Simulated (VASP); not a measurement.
Write the native input for VASP 6.6.1 that does the following.

```
Task                   : single point
Functional             : PBE
Dispersion             : D3(BJ)
Potentials or basis    : VASP PAW PBE potentials, release 64 (Hg, S, Se)
Cutoff                 : 520 eV
k mesh                 : 4 × 4 × 2
Occupations            : gaussian, width 0.1 eV
Spin                   : no spin polarisation
Dipole correction      : no
Further INCAR settings : ALGO = Normal; EDIFF = 1e-06; NBANDS = 66
```

The structure of Hg3Se2S lies in POSCAR:

```
Hg3Se2S
1.0
    2.1148758700      3.6630724600      0.0000000000
   -6.3446276000      3.6630724600      0.0000000000
    0.0000000000      0.0000000000      9.6999595200
Hg S Se
6 2 4
Direct
    0.1666500000      0.8333500000      0.3333333300
    0.6666500000      0.3333500000      0.3333333300
    0.1666500000      0.1666500000      0.6666666700
    0.6666500000      0.6666500000      0.6666666700
    0.6667000000      0.0000000000      0.0000000000
    0.1667000000      0.5000000000      0.0000000000
    0.1050000000      0.8950000000      0.8333333300
    0.1050000000      0.1050000000      0.1666666700
    0.6050000000      0.3950000000      0.8333333300
    0.6050000000      0.6050000000      0.1666666700
    0.7900000000      0.0000000000      0.5000000000
    0.2900000000      0.5000000000      0.5000000000
```

One way to write it, as run:

INCAR

```
SYSTEM = Hg3Se2S
PREC = Accurate
ENCUT = 520
EDIFF = 1E-6
ISMEAR = 0
SIGMA = 0.1
LREAL = .False.
LASPH = .True.
NELM = 80
ALGO = Normal
ISIF = 2
LWAVE = .False.
LCHARG = .False.
GGA = PE
IVDW = 12
NBANDS = 66
```

KPOINTS

```
Automatic mesh
0
Gamma
  4 4 2
  0 0 0
```

Potentials or basis: VASP PAW PBE potentials, release 64 (Hg, S, Se).

The run is started by

```sh
$ cat potpaw_PBE.64/Hg/POTCAR potpaw_PBE.64/S/POTCAR potpaw_PBE.64/Se/POTCAR > POTCAR
$ mpirun -np 1 vasp_std > vasp.out
```

Results of the run:

```json
{
 "Pressure": "-0.3 GPa",
 "Largest force": "1.497 eV/Å",
 "Band gap on the k mesh": "zero (band 54 reaches 2.55 eV, above the bottom of band 55 at 2.11 eV)",
 "Dispersion energy per atom": "-0.364 eV"
}
```

Caveat: the k points lie up to 0.37 Å⁻¹ apart; spin-orbit coupling is left out, which moves the levels of the heavy elements; pairwise dispersion overbinds metals, which lowers pressure and volume; forces of over 1 eV/Å act on the atoms, so gaps and moduli don't describe the material at rest.

Run time: 6.4 min on 1 thread of Oxide Virtual Turin-like Processor, on a shared host, peak memory 0.49 GiB.
